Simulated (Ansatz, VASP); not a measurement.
CO2 in VASP and in Ansatz

```
C O
1.0
     3.51610    0.00000    0.00000
     0.00000    3.51610    0.00000
     0.00000    0.00000    4.10430
C O
2 4
Cartesian
  0.0000 0.0000 0.0000
  1.7580 1.7580 2.0522
  0.8087 0.8087 0.0000
  0.9493 2.5668 2.0522
  2.7074 2.7074 0.0000
  2.5668 0.9493 2.0522
```

Alike in both runs: task electric field gradients; functional PBE; k mesh 6 × 6 × 6; occupations fermi-dirac, width 0.01 eV; no spin polarisation.

```csv
,VASP,Ansatz
version,VASP 6.6.1,Ansatz 0.2.0
potentials or method,"VASP PAW PBE potentials, release 64 (C, O)","PAW with Ansatz's default frozen-core files, scalar-relativistic"
plane-wave cutoff (eV),520,420
valence electrons in the cell,32,32
```

|  | VASP | Ansatz | Ansatz less VASP |
| --- | --- | --- | --- |
| gap on the k mesh at the Fermi level (eV) | 5.87 | 5.87 | +0.005 |
| rms of the force components (eV/Å) | 1.149 | 0.790 | -0.3591 |
| size of Vzz on the site where it differs most (V/Å²) | 51.7 | 30.2 | -21.50 |

Atom by atom the forces differ by 0.359 eV/Å (rms over components).

Noted on VASP's run: the standard files for N, O and F lose accuracy on very short bonds.
